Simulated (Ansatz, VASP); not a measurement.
## AlP: VASP beside Ansatz

File INCAR:

```
SYSTEM = AlP
PREC = Accurate
ENCUT = 500
EDIFF = 1E-6
ISMEAR = 0
SIGMA = 0.02
LREAL = .FALSE.
LASPH = .TRUE.
NELM = 120
ALGO = Normal
ISIF = 2
LWAVE = .FALSE.
LCHARG = .FALSE.
GGA = PE
NBANDS = 11
GGA_COMPAT = .FALSE.
```

File KPOINTS:

```
Automatic mesh
0
G
  8 8 8
  0 0 0
```

The input POSCAR:

```
AlP
1.0
    0.0000000000      2.8543888950      2.8543888950
    2.8543888950      0.0000000000      2.8543888950
    2.8543888950      2.8543888950      0.0000000000
Al P
1 1
Direct
    0.0000000000      0.0000000000      0.0000000000
    0.7500000000      0.7500000000      0.7500000000
```

Input for Ansatz:

```yaml
crystal:
  lattice:
    - [0.0, 2.854388895, 2.854388895]
    - [2.854388895, 0.0, 2.854388895]
    - [2.854388895, 2.854388895, 0.0]
  atoms:
    - { symbol: Al, position: [0.0, 0.0, 0.0] }
    - { symbol: P, position: [0.75, 0.75, 0.75] }
basis:
  ecutwfc: 420
kpoints:
  mp_grid: { grid: [8, 8, 8] }
hamiltonian:
  xc: pbe
scf:
  occupations: { method: gaussian, width: 0.02 }
output:
  forces: true
  stress: true
  eigenvalues: true
```

Alike in both runs: task single point; functional PBE; k mesh 8 × 8 × 8; occupations gaussian, width 0.02 eV; no spin polarisation.

|  | VASP | Ansatz |
| --- | --- | --- |
| version | VASP 6.6.1 | Ansatz 0.2.0 |
| potentials or method | VASP PAW PBE potentials, release 64 (Al, P), cutoff 500 eV | scalar-relativistic, plane waves, PAW |
| valence electrons in the cell | 8 | 8 |

|  | VASP | Ansatz | Ansatz less VASP |
| --- | --- | --- | --- |
| gap on the k mesh at the Fermi level (eV) | 1.81 | 1.81 | +0.001 |
| least direct gap on the mesh (eV) | 2.20 | 2.20 | +0.003 |
| pressure (GPa) | -7.1 | -7.1 | +0.07 |
